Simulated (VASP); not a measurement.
Ba, 1 atom in the cell. It takes space group Fm-3m (No. 225, cubic). Conventional cell: a = 5.591 Å, b = 5.591 Å, c = 5.591 Å, α = 90.00°, β = 90.00°, γ = 90.00°. Ba (site symmetry m-3m) has 12 Ba at 3.95 Å within 5.2 Å.  This cell differs from its parent crystal: volume scaled by 0.68.

- Program: VASP 6.6.1
- Task: single point
- Functional: PBE
- Potentials or basis: VASP PAW PBE potentials, release 64 (Ba_sv)
- Cutoff: 520 eV
- k mesh: 10 × 10 × 10
- Occupations: fermi-dirac, width 0.1 eV
- Spin: no spin polarisation
- Dipole correction: no
- Further INCAR settings: ALGO = Normal; EDIFF = 1e-06; NBANDS = 11

Potentials or basis: VASP PAW PBE potentials, release 64 (Ba_sv).

Run with:

```console
$ cat potpaw_PBE.64/Ba_sv/POTCAR > POTCAR
$ mpirun -np 1 vasp_std > vasp.out
```

Hardware: 1 thread of Intel(R) Xeon(R) 6975P-C (Granite Rapids) (shared host).

Q: Estimate the wall time of this run.

A: Wall time 8.7 s on 1 thread of Intel(R) Xeon(R) 6975P-C (Granite Rapids), on a shared host, peak memory 0.17 GiB. Counts: scf iterations 10, k points 47.
